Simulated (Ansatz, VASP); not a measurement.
## One calculation of BaF2, two programs

```
Ba F
1.0
     0.00000    3.03805    3.10005
     3.03805    0.00000    3.10005
     3.03805    3.03805    0.00000
Ba F
1 2
Cartesian
  0.0000 0.0000 0.0000
  1.5190 1.5190 1.5500
  4.5571 4.5571 4.6501
```

Change from the starting cell: equal xx and yy strain of -2 %.

Alike in both runs: task single point; functional LDA; k mesh 8 × 8 × 8; occupations fermi-dirac, width 0.01 eV; no spin polarisation.

|  | VASP | Ansatz |
| --- | --- | --- |
| version | VASP 6.6.1 | Ansatz 0.2.0 |
| potentials or method | VASP PAW LDA potentials, release 64 (Ba_sv, F), cutoff 600 eV | all-electron LAPW, scalar-relativistic |

|  | VASP | Ansatz | Ansatz less VASP |
| --- | --- | --- | --- |
| gap on the k mesh at the Fermi level (eV) | 6.54 | 6.60 | +0.062 |
| pressure (GPa) | -1.0 | -2.4 | -1.33 |
| traceless stress, the component that is largest in VASP (GPa) | -0.68 | -0.72 | -0.032 |

LDA's correlation is that of Perdew and Zunger in VASP and of Perdew and Wang (1992) in Ansatz. Ansatz ran all-electron here, and VASP with PAW potentials.

Spin-orbit coupling is off throughout.
